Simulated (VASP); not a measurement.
# Co (Fm-3m) in VASP: notebook

The runs below take Co through single point, with PBE.

Everything below comes from runs of VASP 6.6.1. Logs are shortened: lines on timing, memory, paths and dates and some standing lists are left out, and cuts for length are marked.

**1. The cell of the first run**

Symmetry: Fm-3m, No. 225, cubic system. The conventional cell has a = 3.615 Å, b = 3.615 Å, c = 3.615 Å, α = 90.00°, β = 90.00°, γ = 90.00°. Co (site symmetry m-3m) has 12 Co at 2.56 Å within 3.4 Å.

This isn't the form of Co at room conditions, which is hcp.

**2. Single point, PBE, collinear spin, antiferromagnetic start**

Input file INCAR:

```
ALGO = Normal
EDIFF = 1E-6
ENCUT = 520
GGA = PE
ISIF = 2
ISMEAR = -1
ISPIN = 2
ISYM = 0
LASPH = True
LCHARG = False
LMAXMIX = 4
LORBIT = 11
LREAL = False
LWAVE = False
MAGMOM = 1.2 -1.2
NBANDS = 20
NELM = 150
PREC = Accurate
SIGMA = 0.05
```

Input file KPOINTS:

```
k-points
0
Gamma
  11 7 9
```

Input file POSCAR:

```
Co
1.0
    0.0000000000     -1.8074000000     -1.8074000000
   -3.6148000000     -1.8074000000     -1.8074000000
    0.0000000000      1.8074000000     -1.8074000000
Co
2
Direct
    0.0000000000      0.0000000000      0.0000000000
    0.0000000000      0.5000000000      0.5000000000
```

Potentials or basis: VASP PAW PBE potentials, release 64 (Co).

On the command line:

```
cat potpaw_PBE.64/Co/POTCAR > POTCAR
mpirun -np 1 vasp_std > vasp.out
```

OUTCAR:

```text
EDIFF = 1E-6
   ENCUT = 520
   GGA = PE
   ISIF = 2
   ISMEAR = -1
   ISPIN = 2
   ISYM = 0
   LASPH = True
   LORBIT = 11
   LREAL = False
   NELM = 150
   PREC = Accurate

 ion  position               nearest neighbor table
   1  0.000  0.000  0.000-   2 2.56   2 2.56   2 2.56   2 2.56   2 2.56   2 2.56   2 2.56   2 2.56

   2  0.000  0.500  0.500-   1 2.56   1 2.56   1 2.56   1 2.56   1 2.56   1 2.56   1 2.56   1 2.56

IMPORTANT INFORMATION: All symmetrisations will be switched off!
NOSYMM: (Re-)initialisation of all symmetry stuff for point group C_1.

----------------------------------------------------------------------------------------

                                     Primitive cell

  volume of cell :      23.6169

  direct lattice vectors                    reciprocal lattice vectors
     0.000000000 -1.807400000 -1.807400000     0.276640478 -0.276640478 -0.276640478
    -3.614800000 -1.807400000 -1.807400000    -0.276640478  0.000000000  0.000000000
     0.000000000  1.807400000 -1.807400000     0.000000000  0.276640478 -0.276640478

  length of vectors
     2.556049593  4.427207761  2.556049593     0.479155363  0.276640478  0.391228716

  position of ions in fractional coordinates (direct lattice)
     0.000000000  0.000000000  0.000000000
     0.000000000  0.500000000  0.500000000

  ion indices of the primitive-cell ions
   primitive index   ion index
                 1           1
                 2           2

----------------------------------------------------------------------------------------

 KPOINTS: k-points

Automatic generation of k-mesh.
 Grid dimensions read from file:
 generate k-points for:   11    7    9

 Generating k-lattice:

  Cartesian coordinates                     Fractional coordinates (reciprocal lattice)
     0.025149134 -0.025149134 -0.025149134     0.090909091  0.000000000  0.000000000
    -0.039520068  0.000000000  0.000000000     0.000000000  0.142857143  0.000000000
     0.000000000  0.030737831 -0.030737831     0.000000000  0.000000000  0.111111111

  Length of vectors
     0.043559578  0.039520068  0.043469857

  Shift w.r.t. Gamma in fractional coordinates (k-lattice)
     0.000000000  0.000000000  0.000000000

 -----------------------------------------------------------------------------
|                                                                             |
|           W    W    AA    RRRRR   N    N  II  N    N   GGGG   !!!           |
|           W    W   A  A   R    R  NN   N  II  NN   N  G    G  !!!           |
|           W    W  A    A  R    R  N N  N  II  N N  N  G       !!!           |
|           W WW W  AAAAAA  RRRRR   N  N N  II  N  N N  G  GGG   !            |
|           WW  WW  A    A  R   R   N   NN  II  N   NN  G    G                |
|           W    W  A    A  R    R  N    N  II  N    N   GGGG   !!!           |
|                                                                             |
|     Your reciprocal lattice and k-lattice belong to different lattice       |
|     classes:                                                                |
|                                                                             |
|        The reciprocal lattice is simple tetragonal,                         |
|        whereas your k-lattice is simple monoclinic.                         |
|                                                                             |
|     Results are often still useful ...                                      |
|                                                                             |
 -----------------------------------------------------------------------------

 WARNING: IBZKPT: internal override: KBLOWUP is changed to .FALSE.
      ... skipping the blow-up phase ...

 Subroutine IBZKPT returns following result:
 ===========================================

 Found    347 irreducible k-points:

 Following reciprocal coordinates:
            Coordinates               Weight
  0.000000  0.000000  0.000000      1.000000
  0.090909  0.000000  0.000000      2.000000
  0.181818  0.000000  0.000000      2.000000
  0.272727  0.000000  0.000000      2.000000
  0.363636  0.000000  0.000000      2.000000
  0.454545  0.000000  0.000000      2.000000
[... 16 lines left out ...]
  0.454545  0.285714  0.000000      2.000000
 -0.454545  0.285714  0.000000      2.000000
 [... further k-points ...]
   k-points           NKPTS =    347   k-points in BZ     NKDIM =    347   number of bands    NBANDS=     20
   number of dos      NEDOS =    301   number of ions     NIONS =      2
   total plane-waves  NPLWV =  14400
   dimension x,y,z NGX =    20 NGY =   36 NGZ =   20
   dimension x,y,z NGXF=    40 NGYF=   72 NGZF=   40
   ions per type =               2
   NGX,Y,Z   is equivalent  to a cutoff of  13.01, 13.52, 13.01 a.u.
   NGXF,Y,Z  is equivalent  to a cutoff of  26.02, 27.04, 26.02 a.u.
 SYSTEM =  unknown system
   PREC   = accura    normal or accurate (medium, high low for compatibility)
   ISTART =      0    job   : 0-new  1-cont  2-samecut
   ICHARG =      2    charge: 1-file 2-atom 10-const
   ISPIN  =      2    spin polarized calculation?
   LNONCOLLINEAR =      F non collinear calculations
   LSORBIT =      F    spin-orbit coupling
   LASPH  =      T    aspherical Exc in radial PAW
   ENCUT  =  520.0 eV  38.22 Ry    6.18 a.u.   4.75  8.23  4.75*2*pi/ulx,y,z
   NELM   =    150;   NELMIN=  2; NELMDL= -5     # of ELM steps
   EDIFF  = 0.1E-05   stopping-criterion for ELM
   LREAL  =      F    real-space projection
   EDIFFG = 0.1E-04   stopping-criterion for IOM
   NSW    =      0    number of steps for IOM
   IBRION =     -1    ionic relax: 0-MD 1-quasi-New 2-CG
   NFREE  =      0    steps in history (QN), initial steepest desc. (CG)
   ISIF   =      2    stress and relaxation
   ISYM   =      0    0-nonsym 1-usesym 2-fastsym
   POTIM  = 0.5000    time-step for ionic-motion
   TEBEG  =    0.0;   TEEND  =   0.0 temperature during run
   PSTRESS=    0.0 pullay stress
   NELECT =      18.0000    total number of electrons
   NUPDOWN=      -1.0000    fix difference up-down
   EMIN   =  10.00;   EMAX   =-10.00  energy-range for DOS
   EFERMI =   0.00;   METHOD = LEGACY
   ISMEAR =    -1;   SIGMA  =   0.05  broadening in eV -4-tet -1-fermi 0-gaus
   EFERMI_NEDOS =   21; number of points for ismear=-14 and -15
   IALGO  =     38    algorithm
   IMIX   =      4    mixing-type and parameters
     AMIX     =   0.40;   BMIX     =  1.00
     AMIX_MAG =   1.60;   BMIX_MAG =  1.00
  volume/ion in A,a.u.               =      11.81        79.69
  Fermi-wavevector in a.u.,A,eV,Ry     =   1.495402  2.825901 30.425731  2.236228
  Thomas-Fermi vector in A             =   2.607552
   LORBIT       =     11    0 simple, 1 ext, 2 COOP (PROOUT), +10 PAW based schemes
   GGA     = PE    functional components
   LHFCALC =     F    Hartree Fock is set to
   AEXX    =    0.0000 exact exchange contribution
   IVDW    =     0    specifies the selected vdW correction
   LEPSILON=     F    determine dielectric tensor
   LRPA    =     F    only Hartree local field effects (RPA)
 spin polarized calculation
  energy-cutoff  :      520.00
  volume of cell :       23.62
 maximum number of plane-waves:       657
   NGX =  9   NGY = 17   NGZ =  9

 number of electron      17.9999999 magnetization      -0.0000986

 number of electron      17.9999999 magnetization       0.0008686

 Free energy of the ion-electron system (eV)
  ---------------------------------------------------
  ext. energy  EPLUGINS =         0.00000000
  ---------------------------------------------------
  free energy    TOTEN  =       -13.42359978 eV

  energy without entropy =      -13.37321894  energy(sigma->0) =      -13.39840936

 E-fermi :   9.0111     XC(G=0): -12.9249

 val. band max:        9.0077475802   @ k =  -0.1818  -0.0000   0.2222
 cond. band min:       9.0128719286   @ k =  -0.4545   0.4286   0.2222
 fundamental gap:      0.0051243484
 Fermi energy:         9.0111244770

 spin component 1

 k-point     1 :       0.0000    0.0000    0.0000
  band No.  band energies     occupation
      1       0.6736      1.00000
      2       4.8989      1.00000
      3       5.4126      1.00000
      4       7.2250      1.00000
      5       7.2324      1.00000
      6       7.4570      1.00000
[... 12 lines left out ...]
     19      35.3104      0.00000
     20      35.3140      0.00000

 k-point     2 :       0.0909    0.0000    0.0000
  band No.  band energies     occupation
      1       0.9808      1.00000
      2       5.0162      1.00000
      3       5.5112      1.00000
      4       7.1628      1.00000
      5       7.2864      1.00000
      6       7.4967      1.00000
[... 12 lines left out ...]
     19      32.8840      0.00000
     20      34.7662      0.00000

 k-point     3 :       0.1818    0.0000    0.0000
  band No.  band energies     occupation
      1       1.8620      1.00000
      2       5.3166      1.00000
      3       5.7809      1.00000
      4       6.9233      1.00000
      5       7.3931      1.00000
      6       7.6116      1.00000
[... 12 lines left out ...]
     19      33.9466      0.00000
     20      33.9497      0.00000

 k-point     4 :       0.2727    0.0000    0.0000
  band No.  band energies     occupation
      1       3.1432      1.00000
      2       5.4536      1.00000
      3       6.2476      1.00000
      4       6.7120      1.00000
      5       7.3682      1.00000
      6       7.4461      1.00000
[... 429 lines left out ...]
 k-point    23 :       0.4545    0.2857    0.0000
  band No.  band energies     occupation
      1       4.7492      1.00000
      2       5.3740      1.00000
      3       6.5485      1.00000
      4       6.7936      1.00000
      5       7.3130      1.00000
      6       7.3318      1.00000
[... 12 lines left out ...]
     19      31.9251      0.00000
     20      32.5890      0.00000

 k-point    24 :      -0.4545    0.2857    0.0000
  band No.  band energies     occupation
      1       4.7191      1.00000
      2       5.1559      1.00000
      3       6.6926      1.00000
      4       7.2052      1.00000
      5       7.2967      1.00000
      6       7.4951      1.00000
[... 12 lines left out ...]
     19      31.6650      0.00000
     20      32.8602      0.00000

 [... further k-points ...]

 spin component 2

 k-point     1 :       0.0000    0.0000    0.0000
  band No.  band energies     occupation
      1       0.6735      1.00000
      2       4.8993      1.00000
      3       5.4130      1.00000
      4       7.2255      1.00000
      5       7.2329      1.00000
      6       7.4574      1.00000
[... 12 lines left out ...]
     19      35.3087      0.00000
     20      35.3120      0.00000

 k-point     2 :       0.0909    0.0000    0.0000
  band No.  band energies     occupation
      1       0.9807      1.00000
      2       5.0166      1.00000
      3       5.5116      1.00000
      4       7.1633      1.00000
      5       7.2869      1.00000
      6       7.4971      1.00000
[... 12 lines left out ...]
     19      32.8839      0.00000
     20      34.7650      0.00000

 k-point     3 :       0.1818    0.0000    0.0000
  band No.  band energies     occupation
      1       1.8619      1.00000
      2       5.3171      1.00000
      3       5.7813      1.00000
      4       6.9238      1.00000
      5       7.3937      1.00000
      6       7.6120      1.00000
[... 12 lines left out ...]
     19      33.9467      0.00000
     20      33.9497      0.00000

 k-point     4 :       0.2727    0.0000    0.0000
  band No.  band energies     occupation
      1       3.1431      1.00000
      2       5.4540      1.00000
      3       6.2480      1.00000
      4       6.7125      1.00000
      5       7.3688      1.00000
      6       7.4464      1.00000
[... 429 lines left out ...]
 k-point    23 :       0.4545    0.2857    0.0000
  band No.  band energies     occupation
      1       4.7493      1.00000
      2       5.3743      1.00000
      3       6.5492      1.00000
      4       6.7939      1.00000
      5       7.3136      1.00000
      6       7.3320      1.00000
[... 12 lines left out ...]
     19      31.9250      0.00000
     20      32.5890      0.00000

 k-point    24 :      -0.4545    0.2857    0.0000
  band No.  band energies     occupation
      1       4.7193      1.00000
      2       5.1561      1.00000
      3       6.6932      1.00000
      4       7.2057      1.00000
      5       7.2969      1.00000
      6       7.4956      1.00000
[... 12 lines left out ...]
     19      31.6649      0.00000
     20      32.8602      0.00000

 [... further k-points ...]
[... 5 lines left out ...]
  --------------------------------------------------------------------------------------
  -------------------------------------------------------------------------------------
  Total       -2.5130932     -3.1115287     -3.1115255     -0.0044549      0.0033293     -0.0044544
  in kB     -170.4889977   -211.0870368   -211.0868226     -0.3022250      0.2258606     -0.3021880
  external PRESSURE =    -197.5542857 kB  Pullay stress =       0.0000000 kB

 VOLUME and BASIS-vectors are now :
 -----------------------------------------------------------------------------
  energy-cutoff  :      520.00
  volume of cell :       23.62
      direct lattice vectors                 reciprocal lattice vectors
     0.000000000 -1.807400000 -1.807400000     0.276640478 -0.276640478 -0.276640478
    -3.614800000 -1.807400000 -1.807400000    -0.276640478  0.000000000  0.000000000
     0.000000000  1.807400000 -1.807400000     0.000000000  0.276640478 -0.276640478

 POSITION                                       TOTAL-FORCE (eV/Angst)
 -----------------------------------------------------------------------------------
      0.00000      0.00000      0.00000        -0.000000     -0.000000     -0.000000
     -1.80740      0.00000     -1.80740         0.000000      0.000000      0.000000
 -----------------------------------------------------------------------------------
    total drift:                                0.000000     -0.000000     -0.000000

  FREE ENERGIE OF THE ION-ELECTRON SYSTEM (eV)
  ---------------------------------------------------
  free  energy   TOTEN  =       -13.4235997844 eV

  energy  without entropy=      -13.3732189408  energy(sigma->0) =      -13.39840936

 total charge

# of ion       s       p       d       tot
------------------------------------------
    1        0.451   0.449   7.221   8.121
    2        0.451   0.449   7.221   8.122
--------------------------------------------------
tot          0.903   0.898  14.443  16.243

 magnetization (x)

# of ion       s       p       d       tot
------------------------------------------
    1        0.009   0.018   1.012   1.040
    2       -0.009  -0.018  -1.011  -1.038
--------------------------------------------------
tot         -0.000  -0.000   0.002   0.002
```

Wall time 11 min (1 thread of Intel Xeon 8259CL, shared host); peak memory 0.34 GiB.

What came out:

```yaml
Free_energy: -13.4236 eV
Pressure: -19.8 GPa
Band_gap_on_the_k_mesh: zero (filled and empty bands overlap)
Net_moment: 0.00 μB per cell
Site_moments: Co +1.04, -1.04 μB
Valence_electrons_inside_the_program's_atomic_spheres: Co 8.12
```

Levels at points of the mesh, in eV from the Fermi level:
Spin up:
| k point | band 6 | band 7 | band 8 | band 9 | band 10 | band 11 | band 12 | band 13 |
| --- | --- | --- | --- | --- | --- | --- | --- | --- |
| (0.00, 0.00, 0.00) | -1.55 | -0.91 | -0.51 | 0.49 | 0.49 | 0.50 | 2.55 | 9.34 |
Spin down:
| k point | band 5 | band 6 | band 7 | band 8 | band 9 | band 10 | band 11 | band 12 | band 13 | band 14 |
| --- | --- | --- | --- | --- | --- | --- | --- | --- | --- | --- |
| (0.00, 0.00, 0.00) | -1.78 | -1.55 | -0.91 | -0.51 | 0.49 | 0.49 | 0.51 | 2.55 | 9.34 | 14.30 |

Caveat: the cell stands under tension; the antiferromagnetic order is the one typed at the start, and another may lie lower.

**3. Single point, PBE, collinear spin**

Input file INCAR:

```
ALGO = Normal
EDIFF = 1E-6
ENCUT = 520
GGA = PE
ISIF = 2
ISMEAR = -1
ISPIN = 2
ISYM = 0
LASPH = T
LCHARG = F
LMAXMIX = 4
LORBIT = 11
LREAL = F
LWAVE = F
MAGMOM = 3 0
NBANDS = 20
NELM = 150
PREC = Accurate
SIGMA = 0.05
```

KPOINTS is that of step 2.

POSCAR is that of step 2.

Potentials or basis: VASP PAW PBE potentials, release 64 (Co).

On the command line:

```
cat potpaw_PBE.64/Co/POTCAR > POTCAR
mpirun -np 1 vasp_std > vasp.out
```

Wall time 12 min (1 thread of Intel Xeon 8259CL, shared host); peak memory 0.34 GiB.

Results (log left out):

```
Free energy                                           : -13.9551 eV
Pressure                                              : -14.4 GPa
Net moment                                            : 3.36 μB per cell
Site moments                                          : Co +1.72, +1.71 μB
Valence electrons inside the program's atomic spheres : Co 8.12
```

Stress tensor (GPa, compression positive):
```
-14.30  -0.07  -0.07
 -0.07 -14.39  -0.13
 -0.07  -0.13 -14.39
```

Levels at points of the mesh, in eV from the Fermi level:
Spin up:
```csv
k point,band 7,band 8,band 9,band 10,band 11,band 12,band 13,band 14,band 15,band 16
"(0.00, 0.00, 0.00)",-1.76,-1.76,-1.07,-0.70,-0.70,2.35,8.70,14.02,14.02,18.79
```
Spin down:
```tsv
k point	band 5	band 6	band 7	band 8	band 9	band 10	band 11	band 12
(0.00, 0.00, 0.00)	-1.03	-1.02	0.30	0.30	1.08	1.14	1.14	2.33
```

Caveat: the cell stands under tension.
